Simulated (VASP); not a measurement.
Set up this calculation in VASP 6.6.1, as the native input.

```
Task                   : single point
Functional             : PBE
Potentials or basis    : VASP PAW PBE potentials, release 64 (Mo_sv, Ir)
Cutoff                 : 520 eV
k mesh                 : 4 × 4 × 4
Occupations            : gaussian, width 0.1 eV
Spin                   : no spin polarisation
Dipole correction      : no
Further INCAR settings : ALGO = Normal; EDIFF = 1e-06; NBANDS = 33
```

The structure of MoIr4 lies in POSCAR:

```
MoIr4
1.0
    4.6699630375      0.0000000000      0.0000000000
    0.0000000000      4.6699630375      0.0000000000
    0.0000000000      0.0000000000      4.6699630375
Mo Ir
1 4
Direct
    0.5000000000      0.5000000000      0.5000000000
    0.0000000000      0.0000000000      0.0000000000
    0.5000000000      0.0000000000      0.0000000000
    0.0000000000      0.5000000000      0.0000000000
    0.0000000000      0.0000000000      0.5000000000
```

The cell was generated, and may not be a known phase.

One way to write it, as run:

INCAR

```
SYSTEM = MoIr4
  ALGO = Normal
  EDIFF = 1E-6
  ENCUT = 520
  GGA = PE
  ISIF = 2
  ISMEAR = 0
  LASPH = .True.
  LCHARG = .False.
  LREAL = .False.
  LWAVE = .False.
  NBANDS = 33
  NELM = 80
  PREC = Accurate
  SIGMA = 0.1
```

KPOINTS

```
k-points
0
Gamma
  4 4 4
  0 0 0
```

Potentials or basis: VASP PAW PBE potentials, release 64 (Mo_sv, Ir).

The run is started by

```sh
$ cat potpaw_PBE.64/Mo_sv/POTCAR potpaw_PBE.64/Ir/POTCAR > POTCAR
$ mpirun -np 1 vasp_std > vasp.out
```

It gave:

```yaml
Pressure: 0.1 GPa
Band_gap_on_the_k_mesh: zero (bands 25 and 26 overlap by 1.17 eV)
```

Caveat: spin-orbit coupling is left out, which moves the levels of the heavy elements.

Wall time 28 s on 1 thread of Intel(R) Xeon(R) Platinum 8559C (Emerald Rapids) (shared host), peak memory 0.21 GiB.
